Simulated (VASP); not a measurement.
# SiC (F-43m) in VASP: further runs, part 3 of 3

VASP 6.6.1. Earlier steps stand in the parts before.

**4. Single point, PBE**

This run uses another cell than the first one, of 8.36 Å³/atom.

Input file INCAR:

```
SYSTEM = SiC
PREC     = Accurate       ! precision mode
ENCUT    = 600            ! plane-wave cutoff, eV
EDIFF    = 1E-6           ! SCF threshold, eV
ISMEAR   = 0              ! smearing method
SIGMA    = 0.02           ! smearing width, eV
LREAL    = .FALSE.        ! projectors in reciprocal space
LASPH    = .TRUE.         ! aspherical terms in the spheres
NELM     = 120            ! most SCF steps
ALGO     = Normal         ! electronic algorithm
ISIF     = 2              ! what is computed and relaxed
LWAVE    = .FALSE.        ! write WAVECAR
LCHARG   = .FALSE.        ! write CHGCAR
GGA      = PE             ! functional
NBANDS   = 11             ! bands
GGA_COMPAT= .FALSE.
```

Input file KPOINTS:

```
Automatic mesh
0
G
  16 16 16
  0 0 0
```

Input file POSCAR:

```
SiC
1.0
    0.0000000000      2.0296849923      2.0296849923
    2.0296849923      0.0000000000      2.0296849923
    2.0296849923      2.0296849923      0.0000000000
Si C
1 1
Direct
    0.0000000000      0.0000000000      0.0000000000
    0.2500000000      0.2500000000      0.2500000000
```

Potentials or basis: VASP PAW PBE potentials, release 64 (Si, C).

Launch:

```console
cat potpaw_PBE.64/Si/POTCAR potpaw_PBE.64/C/POTCAR > POTCAR
mpirun -np 1 vasp_std > vasp.out
```

OUTCAR:

```text
SYSTEM = SiC
   PREC = Accurate
   ENCUT = 600
   EDIFF = 1E-6
   ISMEAR = 0
   LREAL = .FALSE.
   LASPH = .TRUE.
   NELM = 120
   ISIF = 2
   GGA = PE

 ion  position               nearest neighbor table
   1  0.000  0.000  0.000-   2 1.76   2 1.76   2 1.76   2 1.76
   2  0.250  0.250  0.250-   1 1.76   1 1.76   1 1.76   1 1.76

  LATTYP: Found a face centered cubic cell.
 ALAT       =     4.0593699846

  Lattice vectors:

 A1 = (   0.0000000000,   2.0296849923,   2.0296849923)
 A2 = (   2.0296849923,   0.0000000000,   2.0296849923)
 A3 = (   2.0296849923,   2.0296849923,   0.0000000000)

Analysis of symmetry for initial positions (statically):
=====================================================================
 Subroutine PRICEL returns:
 Original cell was already a primitive cell.

 Routine SETGRP: Setting up the symmetry group for a
 face centered cubic supercell.

 Subroutine GETGRP returns: Found 24 space group operations
 (whereof 24 operations were pure point group operations)
 out of a pool of 48 trial point group operations.

The static configuration has the point symmetry T_d .

Analysis of symmetry for dynamics (positions and initial velocities):
=====================================================================
 Subroutine PRICEL returns:
 Original cell was already a primitive cell.

 Routine SETGRP: Setting up the symmetry group for a
 face centered cubic supercell.

 Subroutine GETGRP returns: Found 24 space group operations
 (whereof 24 operations were pure point group operations)
 out of a pool of 48 trial point group operations.

The dynamic configuration has the point symmetry T_d .

 Subroutine INISYM returns: Found 24 space group operations
 (whereof 24 operations are pure point group operations),
 and found     1 'primitive' translations

----------------------------------------------------------------------------------------

                                     Primitive cell

  volume of cell :      16.7231

  direct lattice vectors                    reciprocal lattice vectors
     0.000000000  2.029684992  2.029684992    -0.246343645  0.246343645  0.246343645
     2.029684992  0.000000000  2.029684992     0.246343645 -0.246343645  0.246343645
     2.029684992  2.029684992  0.000000000     0.246343645  0.246343645 -0.246343645

  length of vectors
     2.870408043  2.870408043  2.870408043     0.426679710  0.426679710  0.426679710

  position of ions in fractional coordinates (direct lattice)
     0.000000000  0.000000000  0.000000000
     0.250000000  0.250000000  0.250000000

  ion indices of the primitive-cell ions
   primitive index   ion index
                 1           1
                 2           2

----------------------------------------------------------------------------------------

 KPOINTS: Automatic mesh

Automatic generation of k-mesh.
 Grid dimensions read from file:
 generate k-points for:   16   16   16

 Generating k-lattice:

  Cartesian coordinates                     Fractional coordinates (reciprocal lattice)
    -0.015396478  0.015396478  0.015396478     0.062500000  0.000000000  0.000000000
     0.015396478 -0.015396478  0.015396478     0.000000000  0.062500000  0.000000000
     0.015396478  0.015396478 -0.015396478     0.000000000  0.000000000  0.062500000

  Length of vectors
     0.026667482  0.026667482  0.026667482

  Shift w.r.t. Gamma in fractional coordinates (k-lattice)
     0.000000000  0.000000000  0.000000000

 Subroutine IBZKPT returns following result:
 ===========================================

 Found    145 irreducible k-points:

 Following reciprocal coordinates:
            Coordinates               Weight
  0.000000  0.000000  0.000000      1.000000
  0.062500  0.000000  0.000000      8.000000
  0.125000  0.000000  0.000000      8.000000
  0.187500  0.000000  0.000000      8.000000
  0.250000  0.000000  0.000000      8.000000
  0.312500  0.000000  0.000000      8.000000
[... 16 lines left out ...]
 -0.125000  0.062500  0.000000     24.000000
 -0.062500  0.062500  0.000000     12.000000
 [... further k-points ...]
   k-points           NKPTS =    145   k-points in BZ     NKDIM =    145   number of bands    NBANDS=     11
   number of dos      NEDOS =    301   number of ions     NIONS =      2
   total plane-waves  NPLWV =  13824
   dimension x,y,z NGX =    24 NGY =   24 NGZ =   24
   dimension x,y,z NGXF=    48 NGYF=   48 NGZF=   48
   ions per type =               1   1
   NGX,Y,Z   is equivalent  to a cutoff of  13.90, 13.90, 13.90 a.u.
   NGXF,Y,Z  is equivalent  to a cutoff of  27.80, 27.80, 27.80 a.u.
 SYSTEM =  SiC
   PREC   = accura    normal or accurate (medium, high low for compatibility)
   ISTART =      0    job   : 0-new  1-cont  2-samecut
   ICHARG =      2    charge: 1-file 2-atom 10-const
   ISPIN  =      1    spin polarized calculation?
   LNONCOLLINEAR =      F non collinear calculations
   LSORBIT =      F    spin-orbit coupling
   LASPH  =      T    aspherical Exc in radial PAW
   ENCUT  =  600.0 eV  44.10 Ry    6.64 a.u.   5.73  5.73  5.73*2*pi/ulx,y,z
   NELM   =    120;   NELMIN=  2; NELMDL= -5     # of ELM steps
   EDIFF  = 0.1E-05   stopping-criterion for ELM
   LREAL  =      F    real-space projection
   EDIFFG = 0.1E-04   stopping-criterion for IOM
   NSW    =      0    number of steps for IOM
   IBRION =     -1    ionic relax: 0-MD 1-quasi-New 2-CG
   NFREE  =      0    steps in history (QN), initial steepest desc. (CG)
   ISIF   =      2    stress and relaxation
   ISYM   =      2    0-nonsym 1-usesym 2-fastsym
   POTIM  = 0.5000    time-step for ionic-motion
   TEBEG  =    0.0;   TEEND  =   0.0 temperature during run
   PSTRESS=    0.0 pullay stress
   NELECT =       8.0000    total number of electrons
   NUPDOWN=      -1.0000    fix difference up-down
   EMIN   =  10.00;   EMAX   =-10.00  energy-range for DOS
   EFERMI =   0.00;   METHOD = LEGACY
   ISMEAR =     0;   SIGMA  =   0.02  broadening in eV -4-tet -1-fermi 0-gaus
   EFERMI_NEDOS =   21; number of points for ismear=-14 and -15
   IALGO  =     38    algorithm
   IMIX   =      4    mixing-type and parameters
     AMIX     =   0.40;   BMIX     =  1.00
     AMIX_MAG =   1.60;   BMIX_MAG =  1.00
  volume/ion in A,a.u.               =       8.36        56.43
  Fermi-wavevector in a.u.,A,eV,Ry     =   1.280362  2.419534 22.304404  1.639327
  Thomas-Fermi vector in A             =   2.412794
   LORBIT       =      0    0 simple, 1 ext, 2 COOP (PROOUT), +10 PAW based schemes
   GGA     = PE    functional components
   LHFCALC =     F    Hartree Fock is set to
   AEXX    =    0.0000 exact exchange contribution
   IVDW    =     0    specifies the selected vdW correction
   LEPSILON=     F    determine dielectric tensor
   LRPA    =     F    only Hartree local field effects (RPA)
 non-spin polarized calculation
 Gauss-broadening in eV      SIGMA  =   0.02
  energy-cutoff  :      600.00
  volume of cell :       16.72
 maximum number of plane-waves:       568
   NGX = 11   NGY = 11   NGZ = 11

 number of electron       8.0000000 magnetization

 Free energy of the ion-electron system (eV)
  ---------------------------------------------------
  ext. energy  EPLUGINS =         0.00000000
  ---------------------------------------------------
  free energy    TOTEN  =       -14.23073005 eV

  energy without entropy =      -14.23073005  energy(sigma->0) =      -14.23073005

 E-fermi :  10.7978     XC(G=0): -12.3115

 val. band max:       10.6773201976   @ k =   0.0000   0.0000   0.0000
 cond. band min:      11.8068025096   @ k =   0.5000   0.5000   0.0000
 fundamental gap:      1.1294823120
 Fermi energy:        10.7978175457

 k-point     1 :       0.0000    0.0000    0.0000
  band No.  band energies     occupation
      1      -6.4922      2.00000
      2      10.6773      2.00000
      3      10.6773      2.00000
      4      10.6773      2.00000
      5      19.4655      0.00000
      6      19.6419      0.00000
      7      19.6419      0.00000
      8      19.6419      0.00000
      9      26.5231      0.00000
     10      26.5231      0.00000
     11      29.7830      0.00000
[... 309 lines left out ...]
 k-point    24 :      -0.0625    0.0625    0.0000
  band No.  band energies     occupation
      1      -6.2524      2.00000
      2       9.7483      2.00000
      3      10.2284      2.00000
      4      10.6715      2.00000
      5      19.2971      0.00000
      6      19.7915      0.00000
      7      19.9214      0.00000
      8      20.4925      0.00000
      9      24.7980      0.00000
     10      25.8632      0.00000
     11      29.6823      0.00000

 [... further k-points ...]
[... 5 lines left out ...]
  --------------------------------------------------------------------------------------
  -------------------------------------------------------------------------------------
  Total        7.7818979      7.7818979      7.7818979      0.0000000      0.0000000      0.0000000
  in kB      745.5558721    745.5558721    745.5558721      0.0000000      0.0000000      0.0000000
  external PRESSURE =     745.5558721 kB  Pullay stress =       0.0000000 kB

 VOLUME and BASIS-vectors are now :
 -----------------------------------------------------------------------------
  energy-cutoff  :      600.00
  volume of cell :       16.72
      direct lattice vectors                 reciprocal lattice vectors
     0.000000000  2.029684992  2.029684992    -0.246343645  0.246343645  0.246343645
     2.029684992  0.000000000  2.029684992     0.246343645 -0.246343645  0.246343645
     2.029684992  2.029684992  0.000000000     0.246343645  0.246343645 -0.246343645

 POSITION                                       TOTAL-FORCE (eV/Angst)
 -----------------------------------------------------------------------------------
      0.00000      0.00000      0.00000         0.000000      0.000000      0.000000
      1.01484      1.01484      1.01484        -0.000000     -0.000000     -0.000000
 -----------------------------------------------------------------------------------
    total drift:                                0.000000      0.000000      0.000000

  FREE ENERGIE OF THE ION-ELECTRON SYSTEM (eV)
  ---------------------------------------------------
  free  energy   TOTEN  =       -14.2307300457 eV

  energy  without entropy=      -14.2307300457  energy(sigma->0) =      -14.23073005
```

Run time: 21 s. Hardware: 1 thread of Intel Xeon 8259CL, shared host; peak memory 0.15 GiB.

Results:

```yaml
Free_energy: -14.2307 eV
Pressure: 74.6 GPa
Band_gap_on_the_k_mesh: 1.13 eV (least direct gap 4.72 eV)
```

Caveat: the cell stands under pressure. A k mesh can miss the band edges.

**5. Single point, PBE**

This run uses another cell than the first one, of 8.36 Å³/atom.

Input file INCAR:

```
ALGO = Normal
EDIFF = 1E-6
ENCUT = 600
GGA = PE
GGA_COMPAT = False
ISIF = 2
ISMEAR = 0
LASPH = True
LCHARG = False
LREAL = False
LWAVE = False
NBANDS = 11
NELM = 120
PREC = Accurate
SIGMA = 0.02
```

Input file KPOINTS:

```
k-points
0
Gamma
  16 16 16
```

POSCAR is that of step 4.

Potentials or basis: VASP PAW PBE potentials, release 64 (Si, C).

Launch:

```console
cat potpaw_PBE.64/Si/POTCAR potpaw_PBE.64/C/POTCAR > POTCAR
mpirun -np 1 vasp_std > vasp.out
```

OUTCAR:

```text
EDIFF = 1E-6
   ENCUT = 600
   GGA = PE
   ISIF = 2
   ISMEAR = 0
   LASPH = True
   LREAL = False
   NELM = 120
   PREC = Accurate

 ion  position               nearest neighbor table
   1  0.000  0.000  0.000-   2 1.76   2 1.76   2 1.76   2 1.76
   2  0.250  0.250  0.250-   1 1.76   1 1.76   1 1.76   1 1.76

  LATTYP: Found a face centered cubic cell.
 ALAT       =     4.0593699846

  Lattice vectors:

 A1 = (   0.0000000000,   2.0296849923,   2.0296849923)
 A2 = (   2.0296849923,   0.0000000000,   2.0296849923)
 A3 = (   2.0296849923,   2.0296849923,   0.0000000000)

Analysis of symmetry for initial positions (statically):
=====================================================================
 Subroutine PRICEL returns:
 Original cell was already a primitive cell.

 Routine SETGRP: Setting up the symmetry group for a
 face centered cubic supercell.

 Subroutine GETGRP returns: Found 24 space group operations
 (whereof 24 operations were pure point group operations)
 out of a pool of 48 trial point group operations.

The static configuration has the point symmetry T_d .

Analysis of symmetry for dynamics (positions and initial velocities):
=====================================================================
 Subroutine PRICEL returns:
 Original cell was already a primitive cell.

 Routine SETGRP: Setting up the symmetry group for a
 face centered cubic supercell.

 Subroutine GETGRP returns: Found 24 space group operations
 (whereof 24 operations were pure point group operations)
 out of a pool of 48 trial point group operations.

The dynamic configuration has the point symmetry T_d .

 Subroutine INISYM returns: Found 24 space group operations
 (whereof 24 operations are pure point group operations),
 and found     1 'primitive' translations

----------------------------------------------------------------------------------------

                                     Primitive cell
[... 112 lines left out ...]
  volume/ion in A,a.u.               =       8.36        56.43
  Fermi-wavevector in a.u.,A,eV,Ry     =   1.280362  2.419534 22.304404  1.639327
  Thomas-Fermi vector in A             =   2.412794
   LORBIT       =      0    0 simple, 1 ext, 2 COOP (PROOUT), +10 PAW based schemes
   GGA     = PE    functional components
   LHFCALC =     F    Hartree Fock is set to
   AEXX    =    0.0000 exact exchange contribution
   IVDW    =     0    specifies the selected vdW correction
   LEPSILON=     F    determine dielectric tensor
   LRPA    =     F    only Hartree local field effects (RPA)
 non-spin polarized calculation
 Gauss-broadening in eV      SIGMA  =   0.02
  energy-cutoff  :      600.00
  volume of cell :       16.72
 maximum number of plane-waves:       568
   NGX = 11   NGY = 11   NGZ = 11

 number of electron       8.0000000 magnetization

 Free energy of the ion-electron system (eV)
  ---------------------------------------------------
  ext. energy  EPLUGINS =         0.00000000
  ---------------------------------------------------
  free energy    TOTEN  =       -14.23073005 eV

  energy without entropy =      -14.23073005  energy(sigma->0) =      -14.23073005

 E-fermi :  10.7978     XC(G=0): -12.3115

 val. band max:       10.6773201976   @ k =   0.0000   0.0000   0.0000
 cond. band min:      11.8068025096   @ k =   0.5000   0.5000   0.0000
 fundamental gap:      1.1294823120
 Fermi energy:        10.7978175457

 k-point     1 :       0.0000    0.0000    0.0000
  band No.  band energies     occupation
      1      -6.4922      2.00000
      2      10.6773      2.00000
      3      10.6773      2.00000
      4      10.6773      2.00000
      5      19.4655      0.00000
      6      19.6419      0.00000
      7      19.6419      0.00000
      8      19.6419      0.00000
      9      26.5231      0.00000
     10      26.5231      0.00000
     11      29.7830      0.00000
[... 309 lines left out ...]
 k-point    24 :      -0.0625    0.0625    0.0000
  band No.  band energies     occupation
      1      -6.2524      2.00000
      2       9.7483      2.00000
      3      10.2284      2.00000
      4      10.6715      2.00000
      5      19.2971      0.00000
      6      19.7915      0.00000
      7      19.9214      0.00000
      8      20.4925      0.00000
      9      24.7980      0.00000
     10      25.8632      0.00000
     11      29.6823      0.00000

 [... further k-points ...]
[... 5 lines left out ...]
  --------------------------------------------------------------------------------------
  -------------------------------------------------------------------------------------
  Total        7.7818979      7.7818979      7.7818979      0.0000000      0.0000000      0.0000000
  in kB      745.5558721    745.5558721    745.5558721      0.0000000      0.0000000      0.0000000
  external PRESSURE =     745.5558721 kB  Pullay stress =       0.0000000 kB

 VOLUME and BASIS-vectors are now :
 -----------------------------------------------------------------------------
  energy-cutoff  :      600.00
  volume of cell :       16.72
      direct lattice vectors                 reciprocal lattice vectors
     0.000000000  2.029684992  2.029684992    -0.246343645  0.246343645  0.246343645
     2.029684992  0.000000000  2.029684992     0.246343645 -0.246343645  0.246343645
     2.029684992  2.029684992  0.000000000     0.246343645  0.246343645 -0.246343645

 POSITION                                       TOTAL-FORCE (eV/Angst)
 -----------------------------------------------------------------------------------
      0.00000      0.00000      0.00000         0.000000      0.000000      0.000000
      1.01484      1.01484      1.01484        -0.000000     -0.000000     -0.000000
 -----------------------------------------------------------------------------------
    total drift:                                0.000000      0.000000      0.000000

  FREE ENERGIE OF THE ION-ELECTRON SYSTEM (eV)
  ---------------------------------------------------
  free  energy   TOTEN  =       -14.2307300457 eV

  energy  without entropy=      -14.2307300457  energy(sigma->0) =      -14.23073005
```

OSZICAR:

```text
N       E                     dE             d eps       ncg     rms          rms(c)
DAV:   1     0.641768810472E+01    0.64177E+01   -0.45949E+03  3334   0.713E+02
DAV:   2    -0.161622910863E+02   -0.22580E+02   -0.21417E+02  3941   0.125E+02
DAV:   3    -0.167694862214E+02   -0.60720E+00   -0.60592E+00  3899   0.165E+01
DAV:   4    -0.167712783333E+02   -0.17921E-02   -0.17920E-02  3693   0.115E+00
DAV:   5    -0.167712841889E+02   -0.58555E-05   -0.58555E-05  3904   0.612E-02    0.114E+01
DAV:   6    -0.143795608934E+02    0.23917E+01   -0.69026E+00  3541   0.129E+01    0.529E+00
DAV:   7    -0.142400477704E+02    0.13951E+00   -0.72359E-01  3806   0.480E+00    0.223E+00
DAV:   8    -0.142305260905E+02    0.95217E-02   -0.22833E-02  3547   0.104E+00    0.174E-01
DAV:   9    -0.142306523758E+02   -0.12629E-03   -0.10527E-03  3923   0.207E-01    0.124E-01
DAV:  10    -0.142307284281E+02   -0.76052E-04   -0.13142E-04  3559   0.774E-02    0.252E-02
DAV:  11    -0.142307296603E+02   -0.12322E-05   -0.15382E-05  3802   0.233E-02    0.520E-03
DAV:  12    -0.142307300457E+02   -0.38538E-06   -0.68184E-07  2222   0.535E-03
   1 F= -.14230730E+02 E0= -.14230730E+02  d E =-.158040E-20
```

stdout:

```text
POSCAR found type information on POSCAR SiC
 POSCAR found :  2 types and       2 ions
 scaLAPACK will be used
 LDA part: xc-table for (Slater+PW92), standard interpolation
 POSCAR, INCAR and KPOINTS ok, starting setup
 FFT: planning ... GRIDC
 FFT: planning ... GRID_SOFT
 FFT: planning ... GRID
 WAVECAR not read
 entering main loop
```

It took 20 s on 1 thread of Intel Xeon 8259CL, shared host; peak memory 0.15 GiB.

What came out:

```
Free energy            : -14.2307 eV
Pressure               : 74.6 GPa
Band gap on the k mesh : 1.13 eV (least direct gap 4.72 eV)
```

Caveat: the cell stands under pressure.

**6. The runs side by side**

```tsv
cell	gap on the mesh (eV)	pressure (GPa)
a = 2.703 Å, angles 60.0°, 2 atoms	0.88	186.9
a = 2.783 Å, angles 60.0°, 2 atoms	1.01	124.5
a = 2.870 Å, angles 60.0°, 2 atoms	1.13	74.6
```

Alike in all rows: task single point; level PBE; potentials or basis VASP PAW PBE potentials, release 64 (Si, C); no spin polarisation; k mesh 16 × 16 × 16; cutoff (eV) 600; smearing gaussian 0.02 eV.

Caveats: the cell stands under pressure.

Absolute energies hang on the potentials; compare differences alone.
